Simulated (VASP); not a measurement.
A run of VASP 6.6.1:

The input INCAR:

```
PREC = Accurate ; ENCUT = 600
EDIFF = 1E-7 ; ISMEAR = 1
SIGMA = 0.02 ; LREAL = False
LASPH = True ; NELM = 80
ALGO = Normal ; ISIF = 3
LWAVE = False ; LCHARG = False
GGA = PS ; IBRION = 2
NSW = 60 ; EDIFFG = -0.02
PSTRESS = 300.0
```

KPOINTS

```
regular mesh
0
Gamma
  5 5 5
```

Contents of POSCAR:

```
S
1.0
    0.0000000000      2.8900000000      2.8900000000
    2.8900000000      0.0000000000      2.8900000000
    2.8900000000      2.8900000000      0.0000000000
S
2
Direct
    0.0000000000      0.0000000000      0.0000000000
    0.2500000000      0.2500000000      0.2500000000
```

Potentials or basis: VASP PAW PBE potentials, release 64 (S).

Command:

```bash
$ cat potpaw_PBE.64/S/POTCAR > POTCAR
$ mpirun -np 1 vasp_std > vasp.out
```

Hardware: 1 thread of Intel Xeon 6975P-C (shared host).

Task: Estimate the wall time of this run.

Result: It took 54 s on 1 thread of Intel Xeon 6975P-C, with other jobs on the host, peak memory 0.2 GiB. Counts: scf iterations 61, k points 10, ion steps 7.
